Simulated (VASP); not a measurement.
# CdH2O2 (P-3m1) in VASP: a series of runs

Runs on CdH2O2. Level: r2SCAN. Tasks: single point.

Program: VASP 6.6.1. These are calculated values, not measurements. Logs are shortened: lines on timing, memory, paths and dates and some standing lists are left out, and cuts for length are marked.

**1. The cell of the first run**

The structure is trigonal, space group P-3m1 (No. 164). Conventional cell: a = 3.516 Å, b = 3.516 Å, c = 4.643 Å, α = 90.00°, β = 90.00°, γ = 120.00°. Within 3.1 Å of Cd (site symmetry -3m) lie 6 O at 2.32 Å and 6 H at 2.91 Å. H (site symmetry 3m) has 1 O at 0.97 Å within 1.3 Å. O (site symmetry 3m) has 1 H at 0.97 Å within 1.3 Å.

**2. Single point, r2SCAN**

Input file POSCAR:

```
CdH2O2
1.0
    3.5155260000      0.0000000000      0.0000000000
   -1.7577630000      3.0445350000      0.0000000000
    0.0000000000      0.0000000000      4.6429790000
Cd H O
1 2 2
Direct
    0.0000000000      0.0000000000      0.0000000000
    0.6666666667      0.3333333333      0.5509610000
    0.3333333333      0.6666666667      0.4490390000
    0.6666666667      0.3333333333      0.7593720000
    0.3333333333      0.6666666667      0.2406280000
```

Input file INCAR.step1:

```
PREC = Accurate
ENCUT = 520
ISMEAR = 0
SIGMA = 0.01
LREAL = False
LASPH = True
NELM = 60
NBANDS = 21
GGA = PE
ALGO = Normal
EDIFF = 1E-4
LWAVE = True
LCHARG = False
```

Input file INCAR.step2:

```
PREC = Accurate
ENCUT = 520
EDIFF = 1E-6
ISMEAR = 0
SIGMA = 0.01
LREAL = False
LASPH = True
NELM = 60
ALGO = Normal
ISIF = 2
LWAVE = False
LCHARG = False
METAGGA = R2SCAN
LMIXTAU = True
NBANDS = 21
ISTART = 1
```

Input file KPOINTS:

```
regular mesh
0
Gamma
  5 5 4
```

Potentials or basis: VASP PAW PBE potentials, release 64 (Cd, H, O).

On the command line:

```sh
$ cat potpaw_PBE.64/Cd/POTCAR potpaw_PBE.64/H/POTCAR potpaw_PBE.64/O/POTCAR > POTCAR
$ cp INCAR.step1 INCAR
$ mpirun -np 1 vasp_std > vasp.out
$ cp INCAR.step2 INCAR
$ mpirun -np 1 vasp_std > vasp.out
```

OUTCAR:

```text
PREC = Accurate
   ENCUT = 520
   EDIFF = 1E-6
   ISMEAR = 0
   LREAL = False
   LASPH = True
   NELM = 60
   ISIF = 2
   METAGGA = R2SCAN
   ISTART = 1

 ion  position               nearest neighbor table
   1  0.000  0.000  0.000-   4 2.32   5 2.32   4 2.32   5 2.32   4 2.32   5 2.32
   2  0.667  0.333  0.551-   4 0.97
   3  0.333  0.667  0.449-   5 0.97
   4  0.667  0.333  0.759-   2 0.97   1 2.32   1 2.32   1 2.32
   5  0.333  0.667  0.241-   3 0.97   1 2.32   1 2.32   1 2.32

  LATTYP: Found a hexagonal cell.
 ALAT       =     3.5155260000
 C/A-ratio  =     1.3207067733

  Lattice vectors:

 A1 = (   3.5155260000,   0.0000000000,   0.0000000000)
 A2 = (  -1.7577630000,   3.0445350000,   0.0000000000)
 A3 = (   0.0000000000,   0.0000000000,   4.6429790000)

Analysis of symmetry for initial positions (statically):
=====================================================================
 Subroutine PRICEL returns:
 Original cell was already a primitive cell.

 Routine SETGRP: Setting up the symmetry group for a
 hexagonal supercell.

 Subroutine GETGRP returns: Found 12 space group operations
 (whereof 12 operations were pure point group operations)
 out of a pool of 24 trial point group operations.

The static configuration has the point symmetry D_3d.

Analysis of symmetry for dynamics (positions and initial velocities):
=====================================================================
 Subroutine PRICEL returns:
 Original cell was already a primitive cell.

 Routine SETGRP: Setting up the symmetry group for a
 hexagonal supercell.

 Subroutine GETGRP returns: Found 12 space group operations
 (whereof 12 operations were pure point group operations)
 out of a pool of 24 trial point group operations.

The dynamic configuration has the point symmetry D_3d.

 Subroutine INISYM returns: Found 12 space group operations
 (whereof 12 operations are pure point group operations),
 and found     1 'primitive' translations

----------------------------------------------------------------------------------------

                                     Primitive cell

  volume of cell :      49.6945

[... 83 lines left out ...]
   LASPH  =      T    aspherical Exc in radial PAW
   ENCUT  =  520.0 eV  38.22 Ry    6.18 a.u.   6.54  6.54  8.63*2*pi/ulx,y,z
   NELM   =     60;   NELMIN=  2; NELMDL=  0     # of ELM steps
   EDIFF  = 0.1E-05   stopping-criterion for ELM
   LREAL  =      F    real-space projection
   EDIFFG = 0.1E-04   stopping-criterion for IOM
   NSW    =      0    number of steps for IOM
   IBRION =     -1    ionic relax: 0-MD 1-quasi-New 2-CG
   NFREE  =      0    steps in history (QN), initial steepest desc. (CG)
   ISIF   =      2    stress and relaxation
   ISYM   =      2    0-nonsym 1-usesym 2-fastsym
   POTIM  = 0.5000    time-step for ionic-motion
   TEBEG  =    0.0;   TEEND  =   0.0 temperature during run
   PSTRESS=    0.0 pullay stress
   NELECT =      26.0000    total number of electrons
   NUPDOWN=      -1.0000    fix difference up-down
   EMIN   =  10.00;   EMAX   =-10.00  energy-range for DOS
   EFERMI =   0.00;   METHOD = LEGACY
   ISMEAR =     0;   SIGMA  =   0.01  broadening in eV -4-tet -1-fermi 0-gaus
   EFERMI_NEDOS =   21; number of points for ismear=-14 and -15
   IALGO  =     38    algorithm
   IMIX   =      4    mixing-type and parameters
     AMIX     =   0.40;   BMIX     =  1.00
     AMIX_MAG =   1.60;   BMIX_MAG =  1.00
  volume/ion in A,a.u.               =       9.94        67.07
  Fermi-wavevector in a.u.,A,eV,Ry     =   1.319157  2.492846 23.676535  1.740176
  Thomas-Fermi vector in A             =   2.449076
   LORBIT       =      0    0 simple, 1 ext, 2 COOP (PROOUT), +10 PAW based schemes
   METAGGA = R2SCAN    functional components
   LHFCALC =     F    Hartree Fock is set to
   AEXX    =    0.0000 exact exchange contribution
   IVDW    =     0    specifies the selected vdW correction
   LEPSILON=     F    determine dielectric tensor
   LRPA    =     F    only Hartree local field effects (RPA)
 non-spin polarized calculation
 Gauss-broadening in eV      SIGMA  =   0.01
  energy-cutoff  :      520.00
  volume of cell :       49.69
 maximum number of plane-waves:      1385
 NGX is ok and might be reduce to    28
   NGX = 13   NGY = 13   NGZ = 17

 number of electron      25.9999986 magnetization

 Free energy of the ion-electron system (eV)
  ---------------------------------------------------
  ext. energy  EPLUGINS =         0.00000000
  ---------------------------------------------------
  free energy    TOTEN  =       -44.67995441 eV

  energy without entropy =      -44.67995441  energy(sigma->0) =      -44.67995441

 E-fermi :  -0.3982     XC(G=0): -10.5239

 val. band max:       -0.4508112407   @ k =   0.4000   0.0000   0.0000
 cond. band min:       1.8241008846   @ k =   0.0000   0.0000   0.0000
 fundamental gap:      2.2749121253
 Fermi energy:        -0.3982320570

 k-point     1 :       0.0000    0.0000    0.0000
  band No.  band energies     occupation
      1     -19.9489      2.00000
      2     -18.9737      2.00000
      3      -8.1290      2.00000
      4      -6.9245      2.00000
      5      -6.9244      2.00000
      6      -6.1827      2.00000
[... 397 lines left out ...]
     20      16.2071      0.00000
     21      16.5357      0.00000

------------------------ aborting loop because EDIFF is reached ----------------------------------------

  FORCE on cell =-STRESS in cart. coord.  units (eV):
  Direction    XX          YY          ZZ          XY          YZ          ZX
  --------------------------------------------------------------------------------------
  -------------------------------------------------------------------------------------
  Total        0.0982023      0.0982023     -0.0177071      0.0000000      0.0000000      0.0000000
  in kB        3.1660956      3.1660959     -0.5708865      0.0000000      0.0000000      0.0000000
  external PRESSURE =       1.9204350 kB  Pullay stress =       0.0000000 kB

 VOLUME and BASIS-vectors are now :
 -----------------------------------------------------------------------------
  energy-cutoff  :      520.00
  volume of cell :       49.69
      direct lattice vectors                 reciprocal lattice vectors
     3.515526000  0.000000000  0.000000000     0.284452455  0.164228692  0.000000000
    -1.757763000  3.044535000  0.000000000     0.000000000  0.328457383  0.000000000
     0.000000000  0.000000000  4.642979000     0.000000000  0.000000000  0.215378963

 POSITION                                       TOTAL-FORCE (eV/Angst)
 -----------------------------------------------------------------------------------
      0.00000      0.00000      0.00000         0.000000      0.000000      0.000000
      1.75776      1.01484      2.55810         0.000000      0.000000     -0.005409
     -0.00000      2.02969      2.08488         0.000000      0.000000      0.005409
      1.75776      1.01484      3.52575        -0.000000      0.000000      0.023896
     -0.00000      2.02969      1.11723        -0.000000     -0.000000     -0.023896
 -----------------------------------------------------------------------------------
    total drift:                                0.000000     -0.000000      0.000000

  FREE ENERGIE OF THE ION-ELECTRON SYSTEM (eV)
  ---------------------------------------------------
  free  energy   TOTEN  =       -44.6799544094 eV

  energy  without entropy=      -44.6799544094  energy(sigma->0) =      -44.67995441
```

OSZICAR.step1:

```text
N       E                     dE             d eps       ncg     rms          rms(c)
DAV:   1     0.176571375549E+03    0.17657E+03   -0.14706E+04   738   0.121E+03
DAV:   2    -0.165695902384E+02   -0.19314E+03   -0.18403E+03   832   0.311E+02
DAV:   3    -0.260490904045E+02   -0.94795E+01   -0.94415E+01   822   0.747E+01
DAV:   4    -0.260975154652E+02   -0.48425E-01   -0.48422E-01   744   0.559E+00
DAV:   5    -0.260977215924E+02   -0.20613E-03   -0.20613E-03   834   0.331E-01    0.132E+01
DAV:   6    -0.225036585934E+02    0.35941E+01   -0.94127E+00   886   0.431E+01    0.887E+00
DAV:   7    -0.225856385049E+02   -0.81980E-01   -0.15605E+00   744   0.103E+01    0.505E+00
DAV:   8    -0.225695925164E+02    0.16046E-01   -0.23057E-01   764   0.367E+00    0.104E+00
DAV:   9    -0.225566579185E+02    0.12935E-01   -0.56636E-02   794   0.202E+00    0.181E-01
DAV:  10    -0.225572022686E+02   -0.54435E-03   -0.83844E-03   764   0.955E-01    0.131E-01
DAV:  11    -0.225572663330E+02   -0.64064E-04   -0.50077E-04   734   0.285E-01
   1 F= -.22557266E+02 E0= -.22557266E+02  d E =-.117274E-46
```

Wall time 78 s (1 thread of AMD EPYC 7R43 (Zen 3), shared host); peak memory 0.15 GiB.

Results:

```
Free energy            : -44.6800 eV
Pressure               : 0.2 GPa
Largest force          : 0.024 eV/Å
Band gap on the k mesh : 2.27 eV, indirect (least direct gap 2.60 eV)
```

Forces on the atoms (eV/Å):
```
Cd   0.000  0.000  0.000
H    0.000  0.000 -0.005
H    0.000  0.000  0.005
O    0.000  0.000  0.024
O    0.000  0.000 -0.024
```

Caveat: the PAW data sets were made with another functional, which shifts forces and pressure a little.

[end of part 1 of 2]
